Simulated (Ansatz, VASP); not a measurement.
# One calculation of SiC, two programs

File POSCAR:

```
SiC
1.0
    2.8291794070      0.0000000000      0.0000000000
   -1.4145897035      2.4501412383      0.0000000000
    0.0000000000      0.0000000000      5.2500935267
Si C
2 2
Direct
    0.3333333333      0.6666666667      0.0046028828
    0.6666666667      0.3333333333      0.5046028828
    0.3333333333      0.6666666667      0.3803971172
    0.6666666667      0.3333333333      0.8803971172
```

INCAR.step1

```
SYSTEM = SiC
PREC = Accurate ; ENCUT = 520
ISMEAR = 0 ; SIGMA = 0.05
LREAL = .FALSE. ; LASPH = .TRUE.
NELM = 60 ; NBANDS = 16
GGA = PE ; ALGO = Normal
EDIFF = 1E-4 ; LWAVE = .TRUE.
LCHARG = .FALSE.
```

The input INCAR.step2:

```
SYSTEM = SiC
PREC = Accurate ; ENCUT = 520
EDIFF = 1E-6 ; ISMEAR = 0
SIGMA = 0.05 ; LREAL = .FALSE.
LASPH = .TRUE. ; NELM = 60
ALGO = Normal ; ISIF = 2
LWAVE = .FALSE. ; LCHARG = .TRUE.
METAGGA = R2SCAN ; LMIXTAU = .TRUE.
LELF = .TRUE. ; LVHAR = .TRUE.
NBANDS = 16 ; ISTART = 1
```

Contents of KPOINTS:

```
regular mesh
0
G
  12 12 6
  0 0 0
```

Input for Ansatz:

```yaml
crystal:
  lattice:
    - [2.829179407, 0.0, 0.0]
    - [-1.4145897035, 2.4501412383, 0.0]
    - [0.0, 0.0, 5.2500935267]
  atoms:
    - { symbol: Si, position: [0.3333333333, 0.6666666667, 0.0046028828] }
    - { symbol: Si, position: [0.6666666667, 0.3333333333, 0.5046028828] }
    - { symbol: C, position: [0.3333333333, 0.6666666667, 0.3803971172] }
    - { symbol: C, position: [0.6666666667, 0.3333333333, 0.8803971172] }
basis:
  ecutwfc: 500
kpoints:
  mp_grid: { grid: [12, 12, 6] }
hamiltonian:
  xc: r2scan
scf:
  occupations: { method: gaussian, width: 0.05 }
output:
  forces: true
  stress: true
  eigenvalues: true
```

Change from the starting cell: strain -0.080 along x and y, +0.040 along z, atoms carried along.

Alike in both runs: task single point; functional r2SCAN; k mesh 12 × 12 × 6; occupations gaussian, width 0.05 eV; no spin polarisation.

```csv
,VASP,Ansatz
version,VASP 6.6.1,Ansatz 0.2.0
potentials or method,"VASP PAW PBE potentials, release 64 (Si, C), cutoff 520 eV","scalar-relativistic, plane waves, PAW"
valence electrons in the cell,16,16
```

```tsv
	VASP	Ansatz	Ansatz less VASP
gap on the k mesh at the Fermi level (eV)	1.84	1.84	-0.002
least direct gap on the mesh (eV)	4.31	4.31	-0.007
pressure (GPa)	43.1	43.4	+0.32
traceless stress, the component that is largest in VASP (GPa)	-60.82	-60.50	+0.324
rms of the force components (eV/Å)	0.816	0.825	+0.0099
```

VASP's potentials were made for PBE, not for r2SCAN. Atom by atom the forces differ by 0.010 eV/Å (rms over components). Both programs put the cell under a high pressure, so it lies far from rest at this level.
